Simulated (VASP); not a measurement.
# FeNi3 (Pm-3m) in VASP: single point with PBEsol

Aim: the single point of FeNi3 with PBEsol.

Everything below comes from runs of VASP 6.6.1. Logs are shortened: lines on timing, memory, paths and dates and some standing lists are left out, and cuts for length are marked.

## 1. The cell of the first run

It takes space group Pm-3m (No. 221, cubic). The conventional cell has a = 3.489 Å, b = 3.489 Å, c = 3.489 Å, α = 90.00°, β = 90.00°, γ = 90.00°. Fe (site symmetry m-3m) has 12 Ni at 2.47 Å within 3.3 Å. Ni (site symmetry 4/mmm) has 4 Fe at 2.47 Å and 8 Ni at 2.47 Å within 3.3 Å.

## 2. Single point, PBEsol, collinear spin, ferromagnetic start

INCAR reads:

```
SYSTEM = FeNi3
PREC = Accurate
ENCUT = 520
EDIFF = 1E-6
ISMEAR = -1
SIGMA = 0.1
LREAL = .FALSE.
LASPH = .TRUE.
NELM = 150
ALGO = Normal
ISIF = 2
LWAVE = .FALSE.
LCHARG = .FALSE.
ISPIN = 2
MAGMOM = 3 1.5 1.5 1.5
LORBIT = 11
LMAXMIX = 4
GGA = PS
NBANDS = 31
```

KPOINTS reads:

```
regular mesh
0
G
  10 10 10
  0 0 0
```

POSCAR reads:

```
FeNi3
1.0
    3.4888476883      0.0000000000      0.0000000000
    0.0000000000      3.4888476883      0.0000000000
    0.0000000000      0.0000000000      3.4888476883
Fe Ni
1 3
Direct
    0.0000000000      0.0000000000      0.0000000000
    0.0000000000      0.5000000000      0.5000000000
    0.5000000000      0.0000000000      0.5000000000
    0.5000000000      0.5000000000      0.0000000000
```

Potentials or basis: VASP PAW PBE potentials, release 64 (Fe, Ni).

Launch:

```console
$ cat potpaw_PBE.64/Fe/POTCAR potpaw_PBE.64/Ni/POTCAR > POTCAR
$ mpirun -np 1 vasp_std > vasp.out
```

OUTCAR:

```text
SYSTEM = FeNi3
   PREC = Accurate
   ENCUT = 520
   EDIFF = 1E-6
   ISMEAR = -1
   LREAL = .FALSE.
   LASPH = .TRUE.
   NELM = 150
   ISIF = 2
   ISPIN = 2
   LORBIT = 11
   GGA = PS

 ion  position               nearest neighbor table
   1  0.000  0.000  0.000-   2 2.47   3 2.47   4 2.47   2 2.47   3 2.47   2 2.47   4 2.47   2 2.47
                             3 2.47   4 2.47   3 2.47   4 2.47
   2  0.000  0.500  0.500-   1 2.47   3 2.47   4 2.47   1 2.47   4 2.47   1 2.47   3 2.47   1 2.47
                             3 2.47   4 2.47   4 2.47   3 2.47
   3  0.500  0.000  0.500-   1 2.47   2 2.47   4 2.47   1 2.47   4 2.47   2 2.47   4 2.47   4 2.47
                             1 2.47   2 2.47   1 2.47   2 2.47
   4  0.500  0.500  0.000-   1 2.47   2 2.47   3 2.47   2 2.47   3 2.47   1 2.47   3 2.47   3 2.47
                             1 2.47   2 2.47   2 2.47   1 2.47

  LATTYP: Found a simple cubic cell.
 ALAT       =     3.4888476883

  Lattice vectors:

 A1 = (   3.4888476883,   0.0000000000,   0.0000000000)
 A2 = (   0.0000000000,   3.4888476883,   0.0000000000)
 A3 = (   0.0000000000,   0.0000000000,   3.4888476883)

Analysis of symmetry for initial positions (statically):
=====================================================================
 Subroutine PRICEL returns:
 Original cell was already a primitive cell.

 Routine SETGRP: Setting up the symmetry group for a
 simple cubic supercell.

 Subroutine GETGRP returns: Found 48 space group operations
 (whereof 48 operations were pure point group operations)
 out of a pool of 48 trial point group operations.

The static configuration has the point symmetry O_h .

Analysis of symmetry for dynamics (positions and initial velocities):
=====================================================================
 Subroutine PRICEL returns:
 Original cell was already a primitive cell.

 Routine SETGRP: Setting up the symmetry group for a
 simple cubic supercell.

 Subroutine GETGRP returns: Found 48 space group operations
 (whereof 48 operations were pure point group operations)
 out of a pool of 48 trial point group operations.

The dynamic configuration has the point symmetry O_h .

Analysis of structural, dynamic, and magnetic symmetry:
=====================================================================
 Subroutine PRICEL returns:
 Original cell was already a primitive cell.

 Routine SETGRP: Setting up the symmetry group for a
 simple cubic supercell.

 Subroutine GETGRP returns: Found 48 space group operations
 (whereof 48 operations were pure point group operations)
 out of a pool of 48 trial point group operations.

The overall configuration has the point symmetry O_h .

 Subroutine INISYM returns: Found 48 space group operations
 (whereof 48 operations are pure point group operations),
 and found     1 'primitive' translations

----------------------------------------------------------------------------------------

                                     Primitive cell

  volume of cell :      42.4665

  direct lattice vectors                    reciprocal lattice vectors
     3.488847688  0.000000000  0.000000000     0.286627589  0.000000000  0.000000000
     0.000000000  3.488847688  0.000000000     0.000000000  0.286627589  0.000000000
     0.000000000  0.000000000  3.488847688     0.000000000  0.000000000  0.286627589

  length of vectors
     3.488847688  3.488847688  3.488847688     0.286627589  0.286627589  0.286627589

  position of ions in fractional coordinates (direct lattice)
     0.000000000  0.000000000  0.000000000
     0.000000000  0.500000000  0.500000000
     0.500000000  0.000000000  0.500000000
     0.500000000  0.500000000  0.000000000

  ion indices of the primitive-cell ions
   primitive index   ion index
                 1           1
                 2           2
                 3           3
                 4           4

----------------------------------------------------------------------------------------

 KPOINTS: regular mesh

Automatic generation of k-mesh.
 Grid dimensions read from file:
 generate k-points for:   10   10   10

 Generating k-lattice:

  Cartesian coordinates                     Fractional coordinates (reciprocal lattice)
     0.028662759  0.000000000  0.000000000     0.100000000  0.000000000  0.000000000
     0.000000000  0.028662759  0.000000000     0.000000000  0.100000000  0.000000000
     0.000000000  0.000000000  0.028662759     0.000000000  0.000000000  0.100000000

  Length of vectors
     0.028662759  0.028662759  0.028662759

  Shift w.r.t. Gamma in fractional coordinates (k-lattice)
     0.000000000  0.000000000  0.000000000

 Subroutine IBZKPT returns following result:
 ===========================================

 Found     56 irreducible k-points:

 Following reciprocal coordinates:
            Coordinates               Weight
  0.000000  0.000000  0.000000      1.000000
  0.100000  0.000000  0.000000      6.000000
  0.200000  0.000000  0.000000      6.000000
  0.300000  0.000000  0.000000      6.000000
  0.400000  0.000000  0.000000      6.000000
  0.500000  0.000000  0.000000      3.000000
[... 16 lines left out ...]
  0.200000  0.100000  0.100000     24.000000
  0.300000  0.100000  0.100000     24.000000
 [... further k-points ...]
   k-points           NKPTS =     56   k-points in BZ     NKDIM =     56   number of bands    NBANDS=     31
   number of dos      NEDOS =    301   number of ions     NIONS =      4
   total plane-waves  NPLWV =  21952
   dimension x,y,z NGX =    28 NGY =   28 NGZ =   28
   dimension x,y,z NGXF=    56 NGYF=   56 NGZF=   56
   ions per type =               1   3
   NGX,Y,Z   is equivalent  to a cutoff of  13.34, 13.34, 13.34 a.u.
   NGXF,Y,Z  is equivalent  to a cutoff of  26.68, 26.68, 26.68 a.u.
 SYSTEM =  FeNi3
   PREC   = accura    normal or accurate (medium, high low for compatibility)
   ISTART =      0    job   : 0-new  1-cont  2-samecut
   ICHARG =      2    charge: 1-file 2-atom 10-const
   ISPIN  =      2    spin polarized calculation?
   LNONCOLLINEAR =      F non collinear calculations
   LSORBIT =      F    spin-orbit coupling
   LASPH  =      T    aspherical Exc in radial PAW
   ENCUT  =  520.0 eV  38.22 Ry    6.18 a.u.   6.49  6.49  6.49*2*pi/ulx,y,z
   NELM   =    150;   NELMIN=  2; NELMDL= -5     # of ELM steps
   EDIFF  = 0.1E-05   stopping-criterion for ELM
   LREAL  =      F    real-space projection
   EDIFFG = 0.1E-04   stopping-criterion for IOM
   NSW    =      0    number of steps for IOM
   IBRION =     -1    ionic relax: 0-MD 1-quasi-New 2-CG
   NFREE  =      0    steps in history (QN), initial steepest desc. (CG)
   ISIF   =      2    stress and relaxation
   ISYM   =      2    0-nonsym 1-usesym 2-fastsym
   POTIM  = 0.5000    time-step for ionic-motion
   TEBEG  =    0.0;   TEEND  =   0.0 temperature during run
   PSTRESS=    0.0 pullay stress
   NELECT =      38.0000    total number of electrons
   NUPDOWN=      -1.0000    fix difference up-down
   EMIN   =  10.00;   EMAX   =-10.00  energy-range for DOS
   EFERMI =   0.00;   METHOD = LEGACY
   ISMEAR =    -1;   SIGMA  =   0.10  broadening in eV -4-tet -1-fermi 0-gaus
   EFERMI_NEDOS =   21; number of points for ismear=-14 and -15
   IALGO  =     38    algorithm
   IMIX   =      4    mixing-type and parameters
     AMIX     =   0.40;   BMIX     =  1.00
     AMIX_MAG =   1.60;   BMIX_MAG =  1.00
  volume/ion in A,a.u.               =      10.62        71.64
  Fermi-wavevector in a.u.,A,eV,Ry     =   1.577565  2.981166 33.860987  2.488712
  Thomas-Fermi vector in A             =   2.678228
   LORBIT       =     11    0 simple, 1 ext, 2 COOP (PROOUT), +10 PAW based schemes
   GGA     = PS    functional components
   LHFCALC =     F    Hartree Fock is set to
   AEXX    =    0.0000 exact exchange contribution
   IVDW    =     0    specifies the selected vdW correction
   LEPSILON=     F    determine dielectric tensor
   LRPA    =     F    only Hartree local field effects (RPA)
 spin polarized calculation
  energy-cutoff  :      520.00
  volume of cell :       42.47
 maximum number of plane-waves:      1189
 NGX is ok and might be reduce to    28
   NGX = 13   NGY = 13   NGZ = 13

 number of electron      37.9999983 magnetization       4.6817728

 Free energy of the ion-electron system (eV)
  ---------------------------------------------------
  ext. energy  EPLUGINS =         0.00000000
  ---------------------------------------------------
  free energy    TOTEN  =       -27.69603993 eV

  energy without entropy =      -27.59294855  energy(sigma->0) =      -27.64449424

 E-fermi :   9.0038     XC(G=0): -13.5997

 val. band max:        9.0017848973   @ k =   0.0000   0.0000   0.0000
 cond. band min:       9.0051441545   @ k =   0.5000   0.4000   0.2000
 fundamental gap:      0.0033592572
 Fermi energy:         9.0038291579

 spin component 1

 k-point     1 :       0.0000    0.0000    0.0000
  band No.  band energies     occupation
      1      -0.4244      1.00000
      2       3.4740      1.00000
      3       3.4740      1.00000
      4       4.0951      1.00000
      5       4.2438      1.00000
      6       4.2438      1.00000
[... 23 lines left out ...]
     30      23.5625      0.00000
     31      24.1244      0.00000

 k-point     2 :       0.1000    0.0000    0.0000
  band No.  band energies     occupation
      1      -0.2902      1.00000
      2       3.5179      1.00000
      3       3.5404      1.00000
      4       4.1462      1.00000
      5       4.2862      1.00000
      6       4.2925      1.00000
[... 23 lines left out ...]
     30      23.1359      0.00000
     31      23.7041      0.00000

 k-point     3 :       0.2000    0.0000    0.0000
  band No.  band energies     occupation
      1       0.1060      1.00000
      2       3.6057      1.00000
      3       3.7249      1.00000
      4       4.2982      1.00000
      5       4.4094      1.00000
      6       4.4385      1.00000
[... 703 lines left out ...]
     30      22.4842      0.00000
     31      24.0207      0.00000

 k-point    24 :       0.3000    0.1000    0.1000
  band No.  band energies     occupation
      1       0.9851      1.00000
      2       3.7469      1.00000
      3       4.0808      1.00000
      4       4.6122      1.00000
      5       4.6620      1.00000
      6       4.7074      1.00000
[... 23 lines left out ...]
     30      23.0740      0.00000
     31      23.4927      0.00000

 [... further k-points ...]

 spin component 2

 k-point     1 :       0.0000    0.0000    0.0000
  band No.  band energies     occupation
      1      -0.3327      1.00000
      2       4.4627      1.00000
      3       4.4627      1.00000
      4       4.4856      1.00000
      5       5.1930      1.00000
      6       5.1930      1.00000
[... 23 lines left out ...]
     30      23.5598      0.00000
     31      24.4890      0.00000

 k-point     2 :       0.1000    0.0000    0.0000
  band No.  band energies     occupation
      1      -0.1983      1.00000
      2       4.4673      1.00000
      3       4.5436      1.00000
      4       4.5510      1.00000
      5       5.2390      1.00000
      6       5.2402      1.00000
[... 23 lines left out ...]
     30      23.1878      0.00000
     31      24.0862      0.00000

 k-point     3 :       0.2000    0.0000    0.0000
  band No.  band energies     occupation
      1       0.1992      1.00000
      2       4.4193      1.00000
      3       4.7479      1.00000
      4       4.7722      1.00000
      5       5.3736      1.00000
      6       5.3825      1.00000
[... 703 lines left out ...]
     30      22.8087      0.00000
     31      24.1231      0.00000

 k-point    24 :       0.3000    0.1000    0.1000
  band No.  band energies     occupation
      1       1.0871      1.00000
      2       4.3540      1.00000
      3       5.1049      1.00000
      4       5.1798      1.00000
      5       5.6303      1.00000
      6       5.6752      1.00000
[... 23 lines left out ...]
     30      23.3710      0.00000
     31      23.9229      0.00000

 [... further k-points ...]
[... 5 lines left out ...]
  --------------------------------------------------------------------------------------
  -------------------------------------------------------------------------------------
  Total       -0.0344127     -0.0344127     -0.0344127     -0.0000000      0.0000000     -0.0000000
  in kB       -1.2983251     -1.2983251     -1.2983251     -0.0000000      0.0000000     -0.0000000
  external PRESSURE =      -1.2983251 kB  Pullay stress =       0.0000000 kB

 VOLUME and BASIS-vectors are now :
 -----------------------------------------------------------------------------
  energy-cutoff  :      520.00
  volume of cell :       42.47
      direct lattice vectors                 reciprocal lattice vectors
     3.488847688  0.000000000  0.000000000     0.286627589  0.000000000  0.000000000
     0.000000000  3.488847688  0.000000000     0.000000000  0.286627589  0.000000000
     0.000000000  0.000000000  3.488847688     0.000000000  0.000000000  0.286627589

 POSITION                                       TOTAL-FORCE (eV/Angst)
 -----------------------------------------------------------------------------------
      0.00000      0.00000      0.00000         0.000000      0.000000      0.000000
      0.00000      1.74442      1.74442         0.000000      0.000000      0.000000
      1.74442      0.00000      1.74442         0.000000      0.000000      0.000000
      1.74442      1.74442      0.00000         0.000000      0.000000      0.000000
 -----------------------------------------------------------------------------------
    total drift:                                0.000000      0.000000      0.000000

  FREE ENERGIE OF THE ION-ELECTRON SYSTEM (eV)
  ---------------------------------------------------
  free  energy   TOTEN  =       -27.6960399250 eV

  energy  without entropy=      -27.5929485508  energy(sigma->0) =      -27.64449424

 total charge

# of ion       s       p       d       tot
------------------------------------------
    1        0.495   0.545   6.154   7.194
    2        0.527   0.558   8.342   9.428
    3        0.527   0.558   8.342   9.428
    4        0.527   0.558   8.342   9.428
--------------------------------------------------
tot          2.076   2.220  31.180  35.477

 magnetization (x)

# of ion       s       p       d       tot
------------------------------------------
    1        0.009   0.003   2.808   2.820
    2       -0.015  -0.040   0.673   0.618
    3       -0.015  -0.040   0.673   0.618
    4       -0.015  -0.040   0.673   0.618
--------------------------------------------------
tot         -0.036  -0.118   4.828   4.674
```

Run time: 2.3 min. Hardware: 1 thread of Intel Xeon Platinum 8375C at 2.90GHz (Ice Lake), shared host; peak memory 0.24 GiB.

Results:

```
Free energy                                           : -27.6960 eV
Pressure                                              : -0.1 GPa
Net moment                                            : 4.68 μB per cell
Site moments                                          : Fe +2.82; Ni +0.62 μB
Valence electrons inside the program's atomic spheres : Fe 7.19; Ni 9.43
```

Levels at points of the mesh, in eV from the Fermi level:
Spin up:
| k point | band 18 | band 19 | band 20 | band 21 | band 22 | band 23 | band 24 | band 25 |
| --- | --- | --- | --- | --- | --- | --- | --- | --- |
| (0.00, 0.00, 0.00) | -0.60 | -0.58 | -0.58 | -0.58 | 2.25 | 2.25 | 2.25 | 9.28 |
| (0.50, 0.00, 0.00) | -1.58 | -1.35 | -1.05 | -0.60 | -0.58 | 7.76 | 7.76 | 7.78 |
| (0.50, 0.50, 0.00) | -1.68 | -1.54 | -1.52 | 0.84 | 0.84 | 0.93 | 0.96 | 11.50 |
| (0.50, 0.50, 0.50) | -0.75 | -0.75 | -0.75 | -0.61 | -0.61 | -0.61 | -0.51 | 5.78 |
Spin down:
| k point | band 14 | band 15 | band 16 | band 17 | band 18 | band 19 | band 20 | band 21 |
| --- | --- | --- | --- | --- | --- | --- | --- | --- |
| (0.00, 0.00, 0.00) | 0.28 | 0.28 | 0.28 | 1.03 | 1.03 | 1.35 | 1.35 | 1.35 |
| (0.50, 0.00, 0.00) | -1.03 | -0.91 | -0.41 | -0.14 | -0.14 | 0.28 | 0.49 | 0.62 |
| (0.50, 0.50, 0.00) | -1.28 | -1.28 | -0.85 | -0.74 | 0.17 | 0.17 | 0.35 | 1.49 |
| (0.50, 0.50, 0.50) | -0.49 | -0.49 | -0.49 | 0.06 | 0.06 | 0.06 | 0.85 | 0.85 |

Caveat: the PAW data sets were made with another functional, which shifts forces and pressure a little.
